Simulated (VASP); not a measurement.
Crystal: Si.

```
CELL_PARAMETERS angstrom
2.52700 0.00000 0.00000
-1.26350 2.18845 0.00000
0.00000 0.00000 2.37300
ATOMIC_POSITIONS crystal
Si 0.00000 0.00000 0.00000
```

This isn't the form of Si at room conditions, which is diamond.

Base run:

```yaml
Program: VASP 6.6.1
Functional: RPBE
Dispersion: D4
Potentials_or_basis: VASP PAW PBE potentials, release 64 (Si)
Cutoff: 500 eV
k_mesh: 14 × 14 × 13
Occupations: fermi-dirac, width 0.1 eV
Spin: no spin polarisation
```

Its results: band gap on the k mesh zero (bands 2 and 3 overlap by 11.43 eV); pressure 10.6 GPa.

Problem. The run is repeated on the same cell with these changes: dispersion from D4 to none. What comes out?

Solution. Band gap on the k mesh zero (bands 2 and 3 overlap by 11.43 eV); pressure 22.1 GPa.

Dispersion adds attraction, which lowers the pressure at fixed volume and, as a term added to the energy, leaves the levels alone.

Caveats: the cell stands under pressure; the PAW data sets were made with another functional, which shifts forces and pressure a little.
